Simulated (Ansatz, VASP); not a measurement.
## One calculation of Os, two programs

File INCAR:

```
SYSTEM = Os
PREC = Accurate ; ENCUT = 520
EDIFF = 1E-8 ; ISMEAR = -1
SIGMA = 0.05 ; LREAL = .False.
LASPH = .True. ; NELM = 60
ALGO = Normal ; ISIF = 2
LWAVE = .False. ; LCHARG = .False.
GGA = PE ; LEFG = .True.
NBANDS = 10
```

The input KPOINTS:

```
Automatic mesh
0
Gamma
  14 14 14
  0 0 0
```

Contents of POSCAR:

```
Os
1.0
    0.0000000000      1.8866500000      1.9450000000
    1.8866500000      0.0000000000      1.9450000000
    1.8866500000      1.8866500000      0.0000000000
Os
1
Direct
    0.0000000000      0.0000000000      0.0000000000
```

Input for Ansatz:

```yaml
crystal:
  lattice:
    - [0.0, 1.88665, 1.945]
    - [1.88665, 0.0, 1.945]
    - [1.88665, 1.88665, 0.0]
  atoms:
    - { symbol: Os, position: [0.0, 0.0, 0.0] }
kpoints:
  mp_grid: { grid: [14, 14, 14] }
scf:
  occupations: { method: fermi_dirac, width: 0.05 }
hamiltonian:
  xc: pbe
  pseudopotentials: { kind: paw }
output:
  forces: true
  stress: true
  eigenvalues: true
  efg: { contact_densities: true }
```

Change from the starting cell: equal xx and yy strain of -3 %, PAW files.

Alike in both runs: task electric field gradients; functional PBE; k mesh 14 × 14 × 14; occupations fermi-dirac, width 0.05 eV; no spin polarisation.

|  | VASP | Ansatz |
| --- | --- | --- |
| version | VASP 6.6.1 | Ansatz 0.2.0 |
| potentials or method | VASP PAW PBE potentials, release 64 (Os) | PAW with Ansatz's default frozen-core files, scalar-relativistic |
| plane-wave cutoff (eV) | 520 | 420 |
| valence electrons in the cell | 8 | 16 |

|  | VASP | Ansatz | Ansatz less VASP |
| --- | --- | --- | --- |
| pressure (GPa) | 15.3 | 15.1 | -0.20 |
| traceless stress, the component that is largest in VASP (GPa) | -6.89 | -6.92 | -0.030 |
| size of Vzz on the site where it differs most (V/Å²) | 8.8 | 3.0 | -5.81 |

VASP's potentials hold 8 valence electrons a cell and Ansatz's 16, so a difference there can come from the potentials and not from the codes.

Neither program's run includes spin-orbit coupling.
